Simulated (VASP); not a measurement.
# Sb (P-1) in VASP: notebook, part 2 of 2

VASP 6.6.1. The steps go on from the part before.

**4. Single point, r2SCAN**

The input, POSCAR:

```
Sb
1.0
   -1.5948718800      1.5512544700      2.7276667100
    1.5472171300     -1.5649253900      2.7079107700
    1.6154168300      1.5854703400     -2.7356140700
Sb
1
Direct
    0.0000000000      0.0000000000      0.0000000000
```

The input, INCAR.step1:

```
SYSTEM = Sb
ALGO     = Normal         ! electronic algorithm
EDIFF    = 1E-4           ! SCF threshold, eV
ENCUT    = 520            ! plane-wave cutoff, eV
GGA      = PE             ! functional
ISMEAR   = -1             ! smearing method
LASPH    = .TRUE.         ! aspherical terms in the spheres
LCHARG   = .FALSE.        ! write CHGCAR
LREAL    = .FALSE.        ! projectors in reciprocal space
LWAVE    = .TRUE.         ! write WAVECAR
NBANDS   = 8              ! bands
NELM     = 60             ! most SCF steps
PREC     = Accurate       ! precision mode
SIGMA    = 0.05           ! smearing width, eV
```

The input, INCAR.step2:

```
SYSTEM = Sb
ALGO     = Normal         ! electronic algorithm
EDIFF    = 1E-6           ! SCF threshold, eV
ENCUT    = 520            ! plane-wave cutoff, eV
ISIF     = 2              ! what is computed and relaxed
ISMEAR   = -1             ! smearing method
ISTART   = 1            
LASPH    = .TRUE.         ! aspherical terms in the spheres
LCHARG   = .FALSE.        ! write CHGCAR
LMIXTAU  = .TRUE.       
LREAL    = .FALSE.        ! projectors in reciprocal space
LWAVE    = .FALSE.        ! write WAVECAR
METAGGA  = R2SCAN         ! meta-GGA
NBANDS   = 8              ! bands
NELM     = 60             ! most SCF steps
PREC     = Accurate       ! precision mode
SIGMA    = 0.05           ! smearing width, eV
```

The input, KPOINTS:

```
k-points
0
G
  6 6 7
  0 0 0
```

Potentials or basis: VASP PAW PBE potentials, release 64 (Sb).

Launch:

```sh
cat potpaw_PBE.64/Sb/POTCAR > POTCAR
cp INCAR.step1 INCAR
mpirun -np 1 vasp_std > vasp.out
cp INCAR.step2 INCAR
mpirun -np 1 vasp_std > vasp.out
```

OUTCAR:

```text
SYSTEM = Sb
   EDIFF = 1E-6
   ENCUT = 520
   ISIF = 2
   ISMEAR = -1
   ISTART = 1
   LASPH = .TRUE.
   LREAL = .FALSE.
   METAGGA = R2SCAN
   NELM = 60
   PREC = Accurate

 ion  position               nearest neighbor table
   1  0.000  0.000  0.000-

  LATTYP: Found a triclinic cell.
 ALAT       =     3.1368021597
 B/A-ratio  =     1.4107827502
 C/A-ratio  =     1.1143383751
 COS(alpha) =     0.0016356996
 COS(beta)  =     0.4506384856
 COS(gamma) =     0.6994872546

  Lattice vectors:

 A1 = (   0.0205449500,   3.1367248100,  -0.0079473600)
 A2 = (  -3.1420890100,   3.1161798600,   0.0197559400)
 A3 = (   1.5677620800,   1.5717994200,   2.6999634100)

Analysis of symmetry for initial positions (statically):
=====================================================================
 Subroutine PRICEL returns:
 Original cell was already a primitive cell.

 Routine SETGRP: Setting up the symmetry group for a
 triclinic supercell.

 Subroutine GETGRP returns: Found  2 space group operations
 (whereof  2 operations were pure point group operations)
 out of a pool of  2 trial point group operations.

The static configuration has the point symmetry S_2 .

Analysis of symmetry for dynamics (positions and initial velocities):
=====================================================================
 Subroutine PRICEL returns:
 Original cell was already a primitive cell.

 Routine SETGRP: Setting up the symmetry group for a
 triclinic supercell.

 Subroutine GETGRP returns: Found  2 space group operations
 (whereof  2 operations were pure point group operations)
 out of a pool of  2 trial point group operations.

The dynamic configuration has the point symmetry S_2 .

 Subroutine INISYM returns: Found  2 space group operations
 (whereof  2 operations are pure point group operations),
 and found     1 'primitive' translations

----------------------------------------------------------------------------------------

                                     Primitive cell

  volume of cell :      26.9579

  direct lattice vectors                    reciprocal lattice vectors
    -1.594871880  1.551254470  2.727666710    -0.000455535  0.319274999  0.184772102
     1.547217130 -1.564925390  2.707910770     0.317838488 -0.001608608  0.186755598
     1.615416830  1.585470340 -2.735614070     0.314165556  0.316755140  0.003551015

  length of vectors
     3.519967674  3.489362845  3.550615732     0.368886787  0.368648268  0.446146192

  position of ions in fractional coordinates (direct lattice)
     0.000000000  0.000000000  0.000000000

  ion indices of the primitive-cell ions
   primitive index   ion index
                 1           1

----------------------------------------------------------------------------------------

 KPOINTS: k-points

Automatic generation of k-mesh.
 Grid dimensions read from file:
 generate k-points for:    6    6    7

 Generating k-lattice:

  Cartesian coordinates                     Fractional coordinates (reciprocal lattice)
    -0.000075923  0.053212500  0.030795350     0.166666667  0.000000000  0.000000000
     0.052973081 -0.000268101  0.031125933     0.000000000  0.166666667 -0.000000000
     0.044880794  0.045250734  0.000507288     0.000000000 -0.000000000  0.142857143

  Length of vectors
     0.061481131  0.061441378  0.063735170

  Shift w.r.t. Gamma in fractional coordinates (k-lattice)
     0.000000000  0.000000000  0.000000000

 Subroutine IBZKPT returns following result:
 ===========================================

 Found    128 irreducible k-points:

 Following reciprocal coordinates:
            Coordinates               Weight
  0.000000  0.000000  0.000000      1.000000
  0.166667  0.000000 -0.000000      2.000000
  0.333333  0.000000 -0.000000      2.000000
  0.500000  0.000000 -0.000000      1.000000
 -0.000000  0.166667 -0.000000      2.000000
  0.166667  0.166667 -0.000000      2.000000
[... 16 lines left out ...]
  0.333333  0.000000  0.142857      2.000000
  0.500000  0.000000  0.142857      2.000000
 [... further k-points ...]
   k-points           NKPTS =    128   k-points in BZ     NKDIM =    128   number of bands    NBANDS=      8
   number of dos      NEDOS =    301   number of ions     NIONS =      1
   total plane-waves  NPLWV =  21952
   dimension x,y,z NGX =    28 NGY =   28 NGZ =   28
   dimension x,y,z NGXF=    56 NGYF=   56 NGZF=   56
   ions per type =               1
   NGX,Y,Z   is equivalent  to a cutoff of  13.22, 13.34, 13.11 a.u.
   NGXF,Y,Z  is equivalent  to a cutoff of  26.45, 26.68, 26.22 a.u.
 SYSTEM =  Sb
   PREC   = accura    normal or accurate (medium, high low for compatibility)
   ISTART =      1    job   : 0-new  1-cont  2-samecut
   ICHARG =      0    charge: 1-file 2-atom 10-const
   ISPIN  =      1    spin polarized calculation?
   LNONCOLLINEAR =      F non collinear calculations
   LSORBIT =      F    spin-orbit coupling
   LASPH  =      T    aspherical Exc in radial PAW
   ENCUT  =  520.0 eV  38.22 Ry    6.18 a.u.   6.54  6.49  6.60*2*pi/ulx,y,z
   NELM   =     60;   NELMIN=  2; NELMDL=  0     # of ELM steps
   EDIFF  = 0.1E-05   stopping-criterion for ELM
   LREAL  =      F    real-space projection
   EDIFFG = 0.1E-04   stopping-criterion for IOM
   NSW    =      0    number of steps for IOM
   IBRION =     -1    ionic relax: 0-MD 1-quasi-New 2-CG
   NFREE  =      0    steps in history (QN), initial steepest desc. (CG)
   ISIF   =      2    stress and relaxation
   ISYM   =      2    0-nonsym 1-usesym 2-fastsym
   POTIM  = 0.5000    time-step for ionic-motion
   TEBEG  =    0.0;   TEEND  =   0.0 temperature during run
   PSTRESS=    0.0 pullay stress
   NELECT =       5.0000    total number of electrons
   NUPDOWN=      -1.0000    fix difference up-down
   EMIN   =  10.00;   EMAX   =-10.00  energy-range for DOS
   EFERMI =   0.00;   METHOD = LEGACY
   ISMEAR =    -1;   SIGMA  =   0.05  broadening in eV -4-tet -1-fermi 0-gaus
   EFERMI_NEDOS =   21; number of points for ismear=-14 and -15
   IALGO  =     38    algorithm
   IMIX   =      4    mixing-type and parameters
     AMIX     =   0.40;   BMIX     =  1.00
     AMIX_MAG =   1.60;   BMIX_MAG =  1.00
  volume/ion in A,a.u.               =      26.96       181.92
  Fermi-wavevector in a.u.,A,eV,Ry     =   0.933618  1.764283 11.859422  0.871643
  Thomas-Fermi vector in A             =   2.060338
   LORBIT       =      0    0 simple, 1 ext, 2 COOP (PROOUT), +10 PAW based schemes
   METAGGA = R2SCAN    functional components
   LHFCALC =     F    Hartree Fock is set to
   AEXX    =    0.0000 exact exchange contribution
   IVDW    =     0    specifies the selected vdW correction
   LEPSILON=     F    determine dielectric tensor
   LRPA    =     F    only Hartree local field effects (RPA)
 non-spin polarized calculation
  energy-cutoff  :      520.00
  volume of cell :       26.96
 maximum number of plane-waves:       745
 NGX is ok and might be reduce to    28
   NGX = 13   NGY = 13   NGZ = 13

 number of electron       5.0000000 magnetization

 Free energy of the ion-electron system (eV)
  ---------------------------------------------------
  ext. energy  EPLUGINS =         0.00000000
  ---------------------------------------------------
  free energy    TOTEN  =       -25.31705326 eV

  energy without entropy =      -25.31330902  energy(sigma->0) =      -25.31518114

 E-fermi :   8.4474     XC(G=0): -10.7859

 val. band max:        8.4274588962   @ k =  -0.0000   0.1667   0.2857
 cond. band min:       8.4502184520   @ k =   0.1667   0.0000   0.2857
 fundamental gap:      0.0227595557
 Fermi energy:         8.4473533388

 k-point     1 :       0.0000    0.0000    0.0000
  band No.  band energies     occupation
      1      -5.1308      2.00000
      2      13.2792      0.00000
      3      14.0987      0.00000
      4      14.3381      0.00000
      5      18.1474      0.00000
      6      19.5755      0.00000
      7      19.7032      0.00000
      8      19.8899      0.00000
[... 243 lines left out ...]
 k-point    24 :       0.5000    0.0000    0.1429
  band No.  band energies     occupation
      1      -1.6244      2.00000
      2       4.2714      2.00000
      3       9.4618      0.00000
      4      11.2342      0.00000
      5      16.0567      0.00000
      6      17.9057      0.00000
      7      21.0655      0.00000
      8      22.7446      0.00000

 [... further k-points ...]
[... 5 lines left out ...]
  --------------------------------------------------------------------------------------
  -------------------------------------------------------------------------------------
  Total       -0.1056556      0.2544324      0.3584687      0.3971272     -0.0222013      0.0330973
  in kB       -6.2793740     15.1215548     21.3046945     23.6022619     -1.3194806      1.9670527
  external PRESSURE =      10.0489584 kB  Pullay stress =       0.0000000 kB

 VOLUME and BASIS-vectors are now :
 -----------------------------------------------------------------------------
  energy-cutoff  :      520.00
  volume of cell :       26.96
      direct lattice vectors                 reciprocal lattice vectors
    -1.594871880  1.551254470  2.727666710    -0.000455535  0.319274999  0.184772102
     1.547217130 -1.564925390  2.707910770     0.317838488 -0.001608608  0.186755598
     1.615416830  1.585470340 -2.735614070     0.314165556  0.316755140  0.003551015

 POSITION                                       TOTAL-FORCE (eV/Angst)
 -----------------------------------------------------------------------------------
      0.00000      0.00000      0.00000         0.000000      0.000000      0.000000
 -----------------------------------------------------------------------------------
    total drift:                                0.000000      0.000000      0.000000

  FREE ENERGIE OF THE ION-ELECTRON SYSTEM (eV)
  ---------------------------------------------------
  free  energy   TOTEN  =       -25.3170532621 eV

  energy  without entropy=      -25.3133090169  energy(sigma->0) =      -25.31518114
```

Wall time 2.9 min (1 thread of AMD EPYC 7R13, shared host); peak memory 0.15 GiB.

Results:

- Free energy: -25.3171 eV
- Pressure: 1.0 GPa

Stress tensor (GPa, compression positive):
```
-0.63  2.36  0.20
 2.36  1.51 -0.13
 0.20 -0.13  2.13
```

Caveat: the k points lie up to 0.40 Å⁻¹ apart; the PAW data sets were made with another functional, which shifts forces and pressure a little; spin-orbit coupling is left out, which moves the levels of the heavy elements.

**5. Single point, PBEsol**

The input, INCAR:

```
SYSTEM = Sb
  PREC = Accurate
  ENCUT = 520
  EDIFF = 1E-6
  ISMEAR = 1
  SIGMA = 0.05
  LREAL = .FALSE.
  LASPH = .TRUE.
  NELM = 60
  ALGO = Normal
  ISIF = 2
  LWAVE = .FALSE.
  LCHARG = .TRUE.
  GGA = PS
  LELF = .TRUE.
  LVHAR = .TRUE.
  NBANDS = 8
```

The input, KPOINTS:

```
regular mesh
0
G
  7 7 9
  0 0 0
```

POSCAR is that of step 4.

Launch:

```sh
cat potpaw_PBE.64/Sb/POTCAR > POTCAR
mpirun -np 1 vasp_std > vasp.out
```

Wall time 39 s (1 thread of Intel Xeon Platinum 8259CL at 2.50GHz (Skylake/Cascade Lake), shared host); peak memory 0.19 GiB.

It converged, with:

```
Free energy : -4.2919 eV
Pressure    : -1.1 GPa
```

Stress tensor (GPa, compression positive):
```
-1.00  0.99 -0.01
 0.99 -1.56  0.25
-0.01  0.25 -0.81
```

Levels at points of the mesh, in eV from the Fermi level:
```
           k point  band 1  band 2  band 3  band 4  band 5  band 6  band 7  band 8
(0.00, 0.00, 0.00)  -13.01    4.56    5.28    5.51    9.33   10.54   10.63   10.65
```

Caveat: the PAW data sets were made with another functional, which shifts forces and pressure a little; spin-orbit coupling is left out, which moves the levels of the heavy elements.

**6. Single point, PBEsol**

The input, INCAR:

```
ALGO     = Normal         # electronic algorithm
EDIFF    = 1E-7           # SCF threshold, eV
ENCUT    = 520            # plane-wave cutoff, eV
GGA      = PS             # functional
ISIF     = 2              # what is computed and relaxed
ISMEAR   = 1              # smearing method
LASPH    = True           # aspherical terms in the spheres
LCHARG   = True           # write CHGCAR
LELF     = True           # ELF
LREAL    = False          # projectors in reciprocal space
LVHAR    = True         
LWAVE    = False          # write WAVECAR
NBANDS   = 8              # bands
NELM     = 100            # most SCF steps
PREC     = Accurate       # precision mode
SIGMA    = 0.05           # smearing width, eV
```

The input, KPOINTS:

```
k-points
0
Gamma
  9 9 11
```

POSCAR is that of step 5.

Potentials or basis: VASP PAW PBE potentials, release 64 (Sb).

Launch:

```sh
cat potpaw_PBE.64/Sb/POTCAR > POTCAR
mpirun -np 1 vasp_std > vasp.out
```

It took 91 s on 1 thread of Intel Xeon Platinum 8259CL at 2.50GHz (Skylake/Cascade Lake), shared host; peak memory 0.23 GiB.

It converged, with:

```
Free energy : -4.3121 eV
Pressure    : -0.8 GPa
```

Stress tensor (GPa, compression positive):
```
-2.06 -0.49 -0.37
-0.49 -0.79 -0.44
-0.37 -0.44  0.34
```

Levels at points of the mesh, in eV from the Fermi level:
| k point | band 1 | band 2 | band 3 | band 4 | band 5 | band 6 | band 7 |
| --- | --- | --- | --- | --- | --- | --- | --- |
| (0.00, 0.00, 0.00) | -13.01 | 4.55 | 5.28 | 5.50 | 9.33 | 10.54 | 10.63 |

Caveat: the PAW data sets were made with another functional, which shifts forces and pressure a little; spin-orbit coupling is left out, which moves the levels of the heavy elements.

**7. Overview**

```tsv
level	potentials or basis	k mesh	smearing	gap on the mesh (eV)	pressure (GPa)
LDA	VASP PAW LDA potentials, release 64 (Sb)	6 × 6 × 7	fermi-dirac 0.05 eV	none	-2.5
PBEsol	VASP PAW PBE potentials, release 64 (Sb)	6 × 6 × 7	fermi-dirac 0.05 eV	none	-1.4
r2SCAN	VASP PAW PBE potentials, release 64 (Sb)	6 × 6 × 7	fermi-dirac 0.05 eV	none	1.0
PBEsol	VASP PAW PBE potentials, release 64 (Sb)	7 × 7 × 9	methfessel-paxton 0.05 eV	none	-1.1
PBEsol	VASP PAW PBE potentials, release 64 (Sb)	9 × 9 × 11	methfessel-paxton 0.05 eV	none	-0.8
```

Alike in all rows: task single point; no spin polarisation; cell as given; cutoff (eV) 520.

Caveats: some runs use coarse meshes; spin-orbit coupling is left out, which moves the levels of the heavy elements; the PAW data sets were made with another functional, which shifts forces and pressure a little (some runs).

Total energies depend on the potentials used, so only differences within one code and one set of settings carry meaning.
